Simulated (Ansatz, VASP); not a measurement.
One calculation of BaTiO3, two programs

```xyz
5
Lattice="3.9730 0.0000 0.0000 0.0000 3.9730 0.0000 0.0000 0.0000 3.9910" Properties=species:S:1:pos:R:3 pbc="T T T"
Ba    0.0000    0.0000    0.0000
Ti    1.9865    1.9865    1.9556
O     0.0000    1.9865    2.0634
O     1.9865    0.0000    2.0634
O     1.9865    1.9865    0.0758
```

Alike in both runs: task single point; functional b88 exchange, pbe correlation; k mesh 7 × 7 × 7; occupations fermi-dirac, width 0.05 eV; no spin polarisation.

```csv
,VASP,Ansatz
version,VASP 6.6.1,Ansatz 0.2.0
potentials or method,"VASP PAW PBE potentials, release 64 (Ba_sv, Ti_sv, O)",Ansatz PAW
plane-wave cutoff (eV),600,420
valence electrons in the cell,40,40
```

```tsv
	VASP	Ansatz	Ansatz less VASP
gap on the k mesh at the Fermi level (eV)	1.91	1.98	+0.067
least direct gap on the mesh (eV)	2.09	2.12	+0.026
pressure (GPa)	7.4	5.6	-1.75
traceless stress, the component that is largest in VASP (GPa)	0.68	0.64	-0.039
rms of the force components (eV/Å)	0.063	0.064	+0.0005
```

VASP's potentials were made for PBE, not for b88 exchange, pbe correlation. Atom by atom the forces differ by 0.016 eV/Å (rms over components).

Spin-orbit coupling is off throughout. Noted on Ansatz's run: odd divisions of the mesh miss points on the zone boundary, where band edges often lie, so the gap on the mesh can be too wide.
